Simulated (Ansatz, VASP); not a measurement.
Mg3Te in VASP and in Ansatz

File INCAR:

```
  ALGO = Normal
  EDIFF = 1E-6
  EDIFFG = -0.01
  ENCUT = 600
  GGA = PE
  IBRION = 2
  ISIF = 3
  ISMEAR = 0
  LASPH = True
  LCHARG = False
  LREAL = False
  LWAVE = False
  NELM = 60
  NSW = 100
  PREC = Accurate
  SIGMA = 0.1
```

KPOINTS

```
k-points
0
Gamma
  10 10 10
```

POSCAR

```
Mg3Te
1.0
   -3.0666922550      3.0666922550      3.0666922550
    3.0666922550     -3.0666922550      3.0666922550
    3.0666922550      3.0666922550     -3.0666922550
Mg Te
3 1
Direct
    0.0000000000      0.5000000000      0.5000000000
    0.5000000000      0.0000000000      0.5000000000
    0.5000000000      0.5000000000      0.0000000000
    0.0000000000      0.0000000000      0.0000000000
```

Input for Ansatz:

```yaml
crystal:
  lattice:
    - [-3.066692255, 3.066692255, 3.066692255]
    - [3.066692255, -3.066692255, 3.066692255]
    - [3.066692255, 3.066692255, -3.066692255]
  atoms:
    - { symbol: Mg, position: [0.0, 0.5, 0.5] }
    - { symbol: Mg, position: [0.5, 0.0, 0.5] }
    - { symbol: Mg, position: [0.5, 0.5, 0.0] }
    - { symbol: Te, position: [0.0, 0.0, 0.0] }
basis:
  ecutwfc: 420
kpoints:
  mp_grid: { grid: [10, 10, 10] }
hamiltonian:
  xc: pbe
scf:
  occupations: { method: gaussian, width: 0.1 }
output:
  forces: true
  stress: true
  eigenvalues: true
  write_density: true
  write_potential: true
  elf: true
  volumetric_format: npy
relax:
  adjacent_minimum: "off"
  f_tol: 0.01
  max_steps: 80
  cell: { stress_tol: 0.05 }
```

Change from the starting cell: species swapped into the Sb3Au type (Im-3m, No. 229).

Alike in both runs: task relaxation of cell and atoms; functional PBE; k mesh 10 × 10 × 10; occupations gaussian, width 0.1 eV; no spin polarisation.

```csv
,VASP,Ansatz
version,VASP 6.6.1,Ansatz 0.2.0
potentials or method,"VASP PAW PBE potentials, release 64 (Mg, Te), cutoff 600 eV","scalar-relativistic, plane waves, PAW"
valence electrons in the cell,12,46
```

Ansatz gave:

```
gap on the k mesh at the Fermi level, each at its own relaxed structure (eV) : none
relaxed volume (Å³/atom)                                                     : 29.01
relaxed cell length with the largest relative difference (Å)                 : 5.322
```

Estimate VASP's values.

gap on the k mesh at the Fermi level, each at its own relaxed structure (eV): none; relaxed volume (Å³/atom): 28.94; relaxed cell length with the largest relative difference (Å): 5.318.

A gap of «none» marks a metal or a gap that the smearing closes. VASP's potentials hold 12 valence electrons a cell and Ansatz's 46, so a difference there can come from the potentials and not from the codes.

Neither program's run includes spin-orbit coupling.
